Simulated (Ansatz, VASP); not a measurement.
## NiO: VASP beside Ansatz

INCAR

```
SYSTEM = NiO
PREC = Accurate
ENCUT = 600
EDIFF = 1E-6
ISMEAR = 0
SIGMA = 0.02
LREAL = .FALSE.
LASPH = .TRUE.
NELM = 150
ALGO = Normal
ISIF = 3
LWAVE = .FALSE.
LCHARG = .FALSE.
ISPIN = 2
MAGMOM = 1.91 0.21
LORBIT = 11
LMAXMIX = 4
LDAU = .TRUE.
LDAUTYPE = 2
LDAUL = 2 -1
LDAUU = 6.2 0
LDAUJ = 0 0
LDAUPRINT = 1
GGA = PE
IBRION = 2
NSW = 100
EDIFFG = -0.005
```

KPOINTS

```
regular mesh
0
G
  12 12 12
  0 0 0
```

The input POSCAR:

```
NiO
1.0
    0.0000000000      2.1335499700      2.1335499700
    2.1335499700      0.0000000000      2.1335499700
    2.1335499700      2.1335499700      0.0000000000
Ni O
1 1
Direct
    0.0000000000      0.0000000000      0.0000000000
    0.5000000000      0.5000000000      0.5000000000
```

Input for Ansatz:

```yaml
crystal:
  lattice:
    - [0.0, 2.1335499686, 2.1335499686]
    - [2.1335499686, 0.0, 2.1335499686]
    - [2.1335499686, 2.1335499686, 0.0]
  atoms:
    - { symbol: Ni, position: [0.0, 0.0, 0.0], spin: 1.91 }
    - { symbol: O, position: [0.5, 0.5, 0.5], spin: 0.21 }
basis:
  ecutwfc: 420
kpoints:
  mp_grid: { grid: [12, 12, 12] }
hamiltonian:
  xc: pbe
  hubbard: { sites: [{ species: Ni, l: d, u_eff: 6.2 }] }
scf:
  occupations: { method: gaussian, width: 0.02 }
output:
  forces: true
  stress: true
  eigenvalues: true
  populations: true
magnetization:
  spin_polarized: true
relax:
  adjacent_minimum: "off"
  f_tol: 0.005
  max_steps: 80
  cell: { stress_tol: 0.05 }
```

Alike in both runs: task relaxation of cell and atoms; functional PBE; k mesh 12 × 12 × 12; occupations gaussian, width 0.02 eV; collinear spin; Hubbard terms Ni d U = 6.2 eV.

|  | VASP | Ansatz |
| --- | --- | --- |
| version | VASP 6.6.1 | Ansatz 0.2.0 |
| potentials or method | VASP PAW PBE potentials, release 64 (Ni, O), cutoff 600 eV | scalar-relativistic, plane waves, PAW |
| valence electrons in the cell | 16 | 24 |

Ansatz gave:

* gap on the k mesh at the Fermi level, each at its own relaxed structure (eV): 1.94
* net moment per atom (μB): 1.00
* size of the moment on the site where the two differ most (μB): 1.74
* relaxed volume (Å³/atom): 9.71
* relaxed cell length with the largest relative difference (Å): 3.018

Question: What did VASP give for the same quantities?

Answer: gap on the k mesh at the Fermi level, each at its own relaxed structure (eV): 2.55; net moment per atom (μB): 1.00; size of the moment on the site where the two differ most (μB): 1.82; relaxed volume (Å³/atom): 9.23; relaxed cell length with the largest relative difference (Å): 2.966.

Site moments also hang on the region over which each program counts them. The programs project onto different local orbitals, so the same U acts differently, and such runs can settle in different states. VASP's potentials hold 16 valence electrons a cell and Ansatz's 24, so a difference there can come from the potentials and not from the codes.
